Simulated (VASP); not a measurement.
Here is a VASP 6.6.1 calculation.

The input INCAR:

```
SYSTEM = C
PREC = Accurate
ENCUT = 520
EDIFF = 1E-6
ISMEAR = 0
SIGMA = 0.15
LREAL = .FALSE.
LASPH = .TRUE.
NELM = 60
ALGO = Normal
ISIF = 2
LWAVE = .FALSE.
LCHARG = .FALSE.
GGA = PE
IVDW = 12
NBANDS = 16
```

KPOINTS

```
Automatic mesh
0
G
  18 18 6
  0 0 0
```

Contents of POSCAR:

```
C
1.0
    2.4649495834     -0.3697424375      0.0000000000
   -1.5526811355      2.3195801770      0.0000000000
    0.0000000000      0.0000000000      6.4262212842
C
4
Direct
    0.0000000000      0.0000000000      0.0025000000
    0.0000000000      0.0000000000      0.5025000000
    0.3333333333      0.6666666667      0.0025000000
    0.6666666667      0.3333333333      0.5025000000
```

Potentials or basis: VASP PAW PBE potentials, release 64 (C).

The run is started by

```sh
$ cat potpaw_PBE.64/C/POTCAR > POTCAR
$ mpirun -np 1 vasp_std > vasp.out
```

Question: What does it give for the largest force?

Answer: 5.309 eV/Å.

Question: Predict the dispersion energy per atom.

Answer: -0.139 eV.

Stress tensor (GPa, compression positive):
```
 57.68 148.68   0.00
148.68  55.28   0.00
  0.00   0.00   2.07
```

Caveat: the cell differs from its parent crystal (engineering shear strain xy -0.3000, normal strain along z -0.0467); the stress differs along the axes, from 2 to 58 GPa; forces of over 1 eV/Å act on the atoms, so gaps and moduli don't describe the material at rest.
